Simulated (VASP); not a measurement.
# PbO2 (Plattnerite) (P4_2/mnm) in VASP: notebook

The runs below take PbO2 (Plattnerite) through single point, relaxation of cell and atoms, with r2SCAN, PBE.

All numbers are computed with VASP 6.6.1; they aren't measurements. Logs are shortened: lines on timing, memory, paths and dates and some standing lists are left out, and cuts for length are marked.

## Step 1: The cell of the first run

The structure is tetragonal, space group P4_2/mnm (No. 136). Conventional cell: a = 4.983 Å, b = 4.983 Å, c = 3.408 Å, α = 90.00°, β = 90.00°, γ = 90.00°. Within 2.9 Å of Pb (site symmetry mmm) lie 6 O at 2.16 to 2.18 Å. Within 2.9 Å of O (site symmetry m2m) lie 3 Pb at 2.16 to 2.18 Å and 1 O at 2.72 Å.

## Step 2: Single point, r2SCAN

POSCAR reads:

```
PbO2
1.0
    4.9827449538      0.0000000000      0.0000000000
    0.0000000000      4.9827449538      0.0000000000
    0.0000000000      0.0000000000      3.4080399185
Pb O
2 4
Direct
    0.0000000000      0.0000000000      0.0000000000
    0.5000000000      0.5000000000      0.5000000000
    0.3072243904      0.3072243904      0.0000000000
    0.1927756096      0.8072243904      0.5000000000
    0.6927756096      0.6927756096      0.0000000000
    0.8072243904      0.1927756096      0.5000000000
```

INCAR.step1 reads:

```
SYSTEM = PbO2
  ALGO = Normal
  EDIFF = 1E-4
  ENCUT = 520
  GGA = PE
  ISMEAR = -1
  LASPH = .TRUE.
  LCHARG = .FALSE.
  LREAL = .FALSE.
  LWAVE = .TRUE.
  NBANDS = 35
  NELM = 100
  PREC = Accurate
  SIGMA = 0.02
```

INCAR.step2 reads:

```
SYSTEM = PbO2
  ALGO = Normal
  EDIFF = 1E-6
  ENCUT = 520
  ISIF = 2
  ISMEAR = -1
  ISTART = 1
  LASPH = .TRUE.
  LCHARG = .FALSE.
  LMIXTAU = .TRUE.
  LREAL = .FALSE.
  LWAVE = .FALSE.
  METAGGA = R2SCAN
  NBANDS = 35
  NELM = 100
  PREC = Accurate
  SIGMA = 0.02
```

KPOINTS reads:

```
k-points
0
G
  6 6 8
  0 0 0
```

Potentials or basis: VASP PAW PBE potentials, release 64 (Pb_d, O).

The run is started by

```console
cat potpaw_PBE.64/Pb_d/POTCAR potpaw_PBE.64/O/POTCAR > POTCAR
cp INCAR.step1 INCAR
mpirun -np 1 vasp_std > vasp.out
cp INCAR.step2 INCAR
mpirun -np 1 vasp_std > vasp.out
```

OUTCAR:

```text
SYSTEM = PbO2
   EDIFF = 1E-6
   ENCUT = 520
   ISIF = 2
   ISMEAR = -1
   ISTART = 1
   LASPH = .TRUE.
   LREAL = .FALSE.
   METAGGA = R2SCAN
   NELM = 100
   PREC = Accurate

 ion  position               nearest neighbor table
   1  0.000  0.000  0.000-   3 2.16   5 2.16   4 2.18   6 2.18   4 2.18   6 2.18   2 3.91   2 3.91
                             2 3.91   2 3.91   2 3.91   2 3.91   2 3.91   2 3.91
   2  0.500  0.500  0.500-   4 2.16   6 2.16   5 2.18   3 2.18   3 2.18   5 2.18   1 3.91   1 3.91
                             1 3.91   1 3.91   1 3.91   1 3.91   1 3.91   1 3.91
   3  0.307  0.307  0.000-   1 2.16   2 2.18   2 2.18
   4  0.193  0.807  0.500-   2 2.16   1 2.18   1 2.18
   5  0.693  0.693  0.000-   1 2.16   2 2.18   2 2.18
   6  0.807  0.193  0.500-   2 2.16   1 2.18   1 2.18

  LATTYP: Found a simple tetragonal cell.
 ALAT       =     4.9827449538
 C/A-ratio  =     0.6839683648

  Lattice vectors:

 A1 = (   4.9827449538,   0.0000000000,   0.0000000000)
 A2 = (   0.0000000000,   4.9827449538,   0.0000000000)
 A3 = (   0.0000000000,   0.0000000000,   3.4080399185)

Analysis of symmetry for initial positions (statically):
=====================================================================
 Subroutine PRICEL returns:
 Original cell was already a primitive cell.

 Routine SETGRP: Setting up the symmetry group for a
 simple tetragonal supercell.

 Subroutine GETGRP returns: Found 16 space group operations
 (whereof  8 operations were pure point group operations)
 out of a pool of 16 trial point group operations.

The static configuration has the point symmetry D_2h.
 The point group associated with its full space group is D_4h.

Analysis of symmetry for dynamics (positions and initial velocities):
=====================================================================
 Subroutine PRICEL returns:
 Original cell was already a primitive cell.

 Routine SETGRP: Setting up the symmetry group for a
 simple tetragonal supercell.

 Subroutine GETGRP returns: Found 16 space group operations
 (whereof  8 operations were pure point group operations)
 out of a pool of 16 trial point group operations.

The dynamic configuration has the point symmetry D_2h.
 The point group associated with its full space group is D_4h.

 Subroutine INISYM returns: Found 16 space group operations
 (whereof  8 operations are pure point group operations),
 and found     1 'primitive' translations

----------------------------------------------------------------------------------------

                                     Primitive cell

  volume of cell :      84.6140

  direct lattice vectors                    reciprocal lattice vectors
     4.982744954  0.000000000  0.000000000     0.200692592  0.000000000  0.000000000
     0.000000000  4.982744954  0.000000000     0.000000000  0.200692592  0.000000000
     0.000000000  0.000000000  3.408039919     0.000000000  0.000000000  0.293423793

  length of vectors
     4.982744954  4.982744954  3.408039919     0.200692592  0.200692592  0.293423793

  position of ions in fractional coordinates (direct lattice)
     0.000000000  0.000000000  0.000000000
     0.500000000  0.500000000  0.500000000
     0.307224390  0.307224390  0.000000000
     0.192775610  0.807224390  0.500000000
     0.692775610  0.692775610  0.000000000
     0.807224390  0.192775610  0.500000000

  ion indices of the primitive-cell ions
   primitive index   ion index
                 1           1
                 2           2
                 3           3
                 4           4
                 5           5
                 6           6

----------------------------------------------------------------------------------------

 KPOINTS: k-points

Automatic generation of k-mesh.
 Grid dimensions read from file:
 generate k-points for:    6    6    8

 Generating k-lattice:

  Cartesian coordinates                     Fractional coordinates (reciprocal lattice)
     0.033448765  0.000000000  0.000000000     0.166666667  0.000000000  0.000000000
     0.000000000  0.033448765  0.000000000     0.000000000  0.166666667  0.000000000
     0.000000000  0.000000000  0.036677974     0.000000000  0.000000000  0.125000000

  Length of vectors
     0.033448765  0.033448765  0.036677974

  Shift w.r.t. Gamma in fractional coordinates (k-lattice)
     0.000000000  0.000000000  0.000000000

 Subroutine IBZKPT returns following result:
 ===========================================

 Found     50 irreducible k-points:

 Following reciprocal coordinates:
            Coordinates               Weight
  0.000000  0.000000  0.000000      1.000000
  0.166667  0.000000  0.000000      4.000000
  0.333333  0.000000  0.000000      4.000000
  0.500000  0.000000  0.000000      2.000000
  0.166667  0.166667  0.000000      4.000000
  0.333333  0.166667  0.000000      8.000000
[... 16 lines left out ...]
  0.333333  0.000000  0.250000      8.000000
  0.500000  0.000000  0.250000      4.000000
 [... further k-points ...]
   k-points           NKPTS =     50   k-points in BZ     NKDIM =     50   number of bands    NBANDS=     35
   number of dos      NEDOS =    301   number of ions     NIONS =      6
   total plane-waves  NPLWV =  44800
   dimension x,y,z NGX =    40 NGY =   40 NGZ =   28
   dimension x,y,z NGXF=    80 NGYF=   80 NGZF=   56
   ions per type =               2   4
   NGX,Y,Z   is equivalent  to a cutoff of  13.35, 13.35, 13.66 a.u.
   NGXF,Y,Z  is equivalent  to a cutoff of  26.69, 26.69, 27.32 a.u.
 SYSTEM =  PbO2
   PREC   = accura    normal or accurate (medium, high low for compatibility)
   ISTART =      1    job   : 0-new  1-cont  2-samecut
   ICHARG =      0    charge: 1-file 2-atom 10-const
   ISPIN  =      1    spin polarized calculation?
   LNONCOLLINEAR =      F non collinear calculations
   LSORBIT =      F    spin-orbit coupling
   LASPH  =      T    aspherical Exc in radial PAW
   ENCUT  =  520.0 eV  38.22 Ry    6.18 a.u.   9.26  9.26  6.34*2*pi/ulx,y,z
   NELM   =    100;   NELMIN=  2; NELMDL=  0     # of ELM steps
   EDIFF  = 0.1E-05   stopping-criterion for ELM
   LREAL  =      F    real-space projection
   EDIFFG = 0.1E-04   stopping-criterion for IOM
   NSW    =      0    number of steps for IOM
   IBRION =     -1    ionic relax: 0-MD 1-quasi-New 2-CG
   NFREE  =      0    steps in history (QN), initial steepest desc. (CG)
   ISIF   =      2    stress and relaxation
   ISYM   =      2    0-nonsym 1-usesym 2-fastsym
   POTIM  = 0.5000    time-step for ionic-motion
   TEBEG  =    0.0;   TEEND  =   0.0 temperature during run
   PSTRESS=    0.0 pullay stress
   NELECT =      52.0000    total number of electrons
   NUPDOWN=      -1.0000    fix difference up-down
   EMIN   =  10.00;   EMAX   =-10.00  energy-range for DOS
   EFERMI =   0.00;   METHOD = LEGACY
   ISMEAR =    -1;   SIGMA  =   0.02  broadening in eV -4-tet -1-fermi 0-gaus
   EFERMI_NEDOS =   21; number of points for ismear=-14 and -15
   IALGO  =     38    algorithm
   IMIX   =      4    mixing-type and parameters
     AMIX     =   0.40;   BMIX     =  1.00
     AMIX_MAG =   1.60;   BMIX_MAG =  1.00
  volume/ion in A,a.u.               =      14.10        95.17
  Fermi-wavevector in a.u.,A,eV,Ry     =   1.391859  2.630232 26.358184  1.937272
  Thomas-Fermi vector in A             =   2.515658
   LORBIT       =      0    0 simple, 1 ext, 2 COOP (PROOUT), +10 PAW based schemes
   METAGGA = R2SCAN    functional components
   LHFCALC =     F    Hartree Fock is set to
   AEXX    =    0.0000 exact exchange contribution
   IVDW    =     0    specifies the selected vdW correction
   LEPSILON=     F    determine dielectric tensor
   LRPA    =     F    only Hartree local field effects (RPA)
 non-spin polarized calculation
  energy-cutoff  :      520.00
  volume of cell :       84.61
 maximum number of plane-waves:      2302
 NGX is ok and might be reduce to    40
   NGX = 19   NGY = 19   NGZ = 13

 number of electron      52.0000010 magnetization

 Free energy of the ion-electron system (eV)
  ---------------------------------------------------
  ext. energy  EPLUGINS =         0.00000000
  ---------------------------------------------------
  free energy    TOTEN  =      -142.26126017 eV

  energy without entropy =     -142.26108364  energy(sigma->0) =     -142.26117190

 E-fermi :   3.8384     XC(G=0): -11.3609

 val. band max:        3.7687804158   @ k =   0.0000   0.0000   0.1250
 cond. band min:       3.8714012320   @ k =   0.0000   0.0000   0.0000
 fundamental gap:      0.1026208161
 Fermi energy:         3.8383946188

 k-point     1 :       0.0000    0.0000    0.0000
  band No.  band energies     occupation
      1     -15.3454      2.00000
      2     -15.1904      2.00000
      3     -13.6629      2.00000
      4     -13.6629      2.00000
      5     -12.1275      2.00000
      6     -11.8874      2.00000
[... 27 lines left out ...]
     34      15.8433      0.00000
     35      16.4223      0.00000

 k-point     2 :       0.1667    0.0000    0.0000
  band No.  band energies     occupation
      1     -15.2734      2.00000
      2     -15.1443      2.00000
      3     -13.8511      2.00000
      4     -13.7974      2.00000
      5     -11.9012      2.00000
      6     -11.8825      2.00000
[... 27 lines left out ...]
     34      16.1175      0.00000
     35      16.4206      0.00000

 k-point     3 :       0.3333    0.0000    0.0000
  band No.  band energies     occupation
      1     -15.0848      2.00000
      2     -15.0213      2.00000
      3     -14.1783      2.00000
      4     -14.1030      2.00000
      5     -11.8749      2.00000
      6     -11.8745      2.00000
[... 27 lines left out ...]
     34      16.5064      0.00000
     35      16.6589      0.00000

 k-point     4 :       0.5000    0.0000    0.0000
  band No.  band energies     occupation
      1     -14.9313      2.00000
      2     -14.9313      2.00000
      3     -14.3301      2.00000
      4     -14.3301      2.00000
      5     -11.8707      2.00000
      6     -11.8707      2.00000
[... 27 lines left out ...]
     34      16.4880      0.00000
     35      16.7193      0.00000

 k-point     5 :       0.1667    0.1667    0.0000
  band No.  band energies     occupation
      1     -15.2684      2.00000
      2     -15.0504      2.00000
      3     -14.1337      2.00000
      4     -13.6812      2.00000
      5     -11.9369      2.00000
      6     -11.8873      2.00000
[... 638 lines left out ...]
 k-point    22 :       0.1667    0.0000    0.2500
  band No.  band energies     occupation
      1     -14.9099      2.00000
      2     -14.8757      2.00000
      3     -14.3783      2.00000
      4     -14.3643      2.00000
      5     -11.9736      2.00000
      6     -11.7367      2.00000
[... 27 lines left out ...]
     34      15.8723      0.00000
     35      16.5115      0.00000

 k-point    23 :       0.3333    0.0000    0.2500
  band No.  band energies     occupation
      1     -14.8140      2.00000
      2     -14.8131      2.00000
      3     -14.4685      2.00000
      4     -14.4363      2.00000
      5     -11.9140      2.00000
      6     -11.7401      2.00000
[... 27 lines left out ...]
     34      16.1008      0.00000
     35      16.6846      0.00000

 k-point    24 :       0.5000    0.0000    0.2500
  band No.  band energies     occupation
      1     -14.7566      2.00000
      2     -14.7566      2.00000
      3     -14.5100      2.00000
      4     -14.5100      2.00000
      5     -11.7948      2.00000
      6     -11.7948      2.00000
[... 27 lines left out ...]
     34      16.1790      0.00000
     35      16.8399      0.00000

 [... further k-points ...]

------------------------ aborting loop because EDIFF is reached ----------------------------------------

  FORCE on cell =-STRESS in cart. coord.  units (eV):
  Direction    XX          YY          ZZ          XY          YZ          ZX
  --------------------------------------------------------------------------------------
  -------------------------------------------------------------------------------------
  Total        0.4008626      0.4008626      0.4990203      0.0000000      0.0000000      0.0000000
  in kB        7.5903909      7.5903909      9.4490200      0.0000000      0.0000000      0.0000000
  external PRESSURE =       8.2099339 kB  Pullay stress =       0.0000000 kB

 VOLUME and BASIS-vectors are now :
 -----------------------------------------------------------------------------
  energy-cutoff  :      520.00
  volume of cell :       84.61
      direct lattice vectors                 reciprocal lattice vectors
     4.982744954  0.000000000  0.000000000     0.200692592  0.000000000  0.000000000
     0.000000000  4.982744954  0.000000000     0.000000000  0.200692592  0.000000000
     0.000000000  0.000000000  3.408039919     0.000000000  0.000000000  0.293423793

 POSITION                                       TOTAL-FORCE (eV/Angst)
 -----------------------------------------------------------------------------------
      0.00000      0.00000      0.00000         0.000000      0.000000     -0.000000
      2.49137      2.49137      1.70402         0.000000      0.000000     -0.000000
      1.53082      1.53082      0.00000        -0.005238     -0.005238     -0.000000
      0.96055      4.02219      1.70402         0.005238     -0.005238     -0.000000
      3.45192      3.45192      0.00000         0.005238      0.005238      0.000000
      4.02219      0.96055      1.70402        -0.005238      0.005238     -0.000000
 -----------------------------------------------------------------------------------
    total drift:                               -0.000000      0.000000      0.000000

  FREE ENERGIE OF THE ION-ELECTRON SYSTEM (eV)
  ---------------------------------------------------
  free  energy   TOTEN  =      -142.2612601673 eV

  energy  without entropy=     -142.2610836407  energy(sigma->0) =     -142.26117190
```

Run time: 6.2 min. Hardware: 1 thread of Intel Xeon 6975P-C, shared host; peak memory 0.29 GiB.

What came out:

* Free energy: -142.2613 eV
* Pressure: 0.8 GPa
* Largest force: 0.007 eV/Å
* Band gap on the k mesh: 0.10 eV, indirect (least direct gap 0.34 eV)

Forces in eV/Å, atoms in the order of the input:
```
Pb   0.000  0.000  0.000
Pb   0.000  0.000  0.000
O   -0.005 -0.005  0.000
O    0.005 -0.005  0.000
O    0.005  0.005  0.000
O   -0.005  0.005  0.000
```

Stress tensor (GPa, compression positive):
```
0.76 0.00 0.00
0.00 0.76 0.00
0.00 0.00 0.94
```

Caveat: the PAW data sets were made with another functional, which shifts forces and pressure a little; spin-orbit coupling is left out, which moves the levels of the heavy elements. A k mesh can miss the band edges.

## Step 3: Relaxation of cell and atoms, PBE

This run uses another cell than the first one, of 13.88 Å³/atom, 0.984 times its volume.

INCAR reads:

```
ALGO = Normal
EDIFF = 1E-6
EDIFFG = -0.005
ENCUT = 600
GGA = PE
IBRION = 2
ISIF = 3
ISMEAR = -1
LASPH = T
LCHARG = F
LREAL = F
LWAVE = F
NELM = 100
NSW = 80
PREC = Accurate
SIGMA = 0.02
```

KPOINTS reads:

```
k-points
0
Gamma
  6 6 8
```

POSCAR reads:

```
PbO2
1.0
    4.9577000000      0.0000000000      0.0000000000
    0.0000000000      4.9577000000      0.0000000000
    0.0000000000      0.0000000000      3.3879000000
Pb O
2 4
Direct
    0.0000000000      0.0000000000      0.0000000000
    0.5000000000      0.5000000000      0.5000000000
    0.3072000000      0.3072000000      0.0000000000
    0.1928000000      0.8072000000      0.5000000000
    0.6928000000      0.6928000000      0.0000000000
    0.8072000000      0.1928000000      0.5000000000
```

Potentials or basis: VASP PAW PBE potentials, release 64 (Pb_d, O).

The run is started by

```console
cat potpaw_PBE.64/Pb_d/POTCAR potpaw_PBE.64/O/POTCAR > POTCAR
mpirun -np 1 vasp_std > vasp.out
```

It took 9.1 min on 1 thread of Intel Xeon 6975P-C, shared host; peak memory 0.3 GiB.

Results (log left out):

- Free energy: -31.8655 eV
- Relaxed volume: 14.83 Å³/atom
- Relaxed cell: a = 5.082 Å, b = 5.082 Å, c = 3.445 Å, α = 90.00°, β = 90.00°, γ = 90.00°
- Space group after relaxing (to 0.05 Å): P4_2/mnm (No. 136)
- Energy gained by relaxing: 24.6 meV/atom
- Ionic steps: 9
- Pressure after relaxing: 0.0 GPa
- Band gap on the k mesh: 0.02 eV, indirect (least direct gap 0.09 eV)

The path:
| step | energy change (eV) | largest force (eV/Å) | pressure (GPa) | volume (Å³) |
| --- | --- | --- | --- | --- |
| 1 | 0.0000 | 0.0679 | 9.10 | 83.27 |
| 2 | -0.0631 | 0.1825 | -5.30 | 93.13 |
| 3 | -0.1438 | 0.0929 | 0.03 | 88.65 |
| 4 | -0.1437 | 0.0901 | 0.18 | 88.54 |
| 5 | -0.1462 | 0.0369 | 0.16 | 88.67 |
| 6 | -0.1474 | 0.0298 | 0.15 | 88.85 |
| 7 | -0.1476 | 0.0089 | -0.14 | 89.07 |
| 8 | -0.1476 | 0.0116 | -0.11 | 89.05 |
| 9 | -0.1477 | 0.0001 | -0.01 | 88.98 |

Final structure:
```
CELL_PARAMETERS angstrom
5.08200 0.00000 0.00000
0.00000 5.08200 0.00000
0.00000 0.00000 3.44545
ATOMIC_POSITIONS crystal
Pb 0.00000 0.00000 0.00000
Pb 0.50000 0.50000 0.50000
O 0.30791 0.30791 0.00000
O 0.19209 0.80791 0.50000
O 0.69209 0.69209 0.00000
O 0.80791 0.19209 0.50000
```

Levels at points of the mesh, in eV from the valence-band top:
| k point | band 23 | band 24 | band 25 | band 26 | band 27 | band 28 | band 29 | band 30 |
| --- | --- | --- | --- | --- | --- | --- | --- | --- |
| (0.00, 0.00, 0.00) | -0.64 | -0.64 | -0.55 | -0.55 | 0.09 | 3.86 | 5.74 | 5.74 |
| (0.50, 0.00, 0.00) | -0.66 | -0.66 | -0.36 | -0.36 | 2.06 | 2.06 | 6.33 | 6.33 |
| (0.50, 0.50, 0.00) | -0.69 | -0.69 | -0.45 | -0.45 | 2.46 | 2.46 | 6.52 | 6.52 |
| (0.00, 0.00, 0.50) | -1.01 | -1.01 | -0.73 | -0.73 | 3.37 | 3.37 | 8.59 | 8.59 |
| (0.50, 0.00, 0.50) | -0.70 | -0.70 | -0.27 | -0.27 | 3.65 | 3.65 | 7.00 | 7.00 |
| (0.50, 0.50, 0.50) | -0.62 | -0.62 | -0.48 | -0.48 | 2.52 | 2.52 | 8.11 | 8.11 |

Caveat: spin-orbit coupling is left out, which moves the levels of the heavy elements. PBE usually gives volumes a little too large and moduli too small.
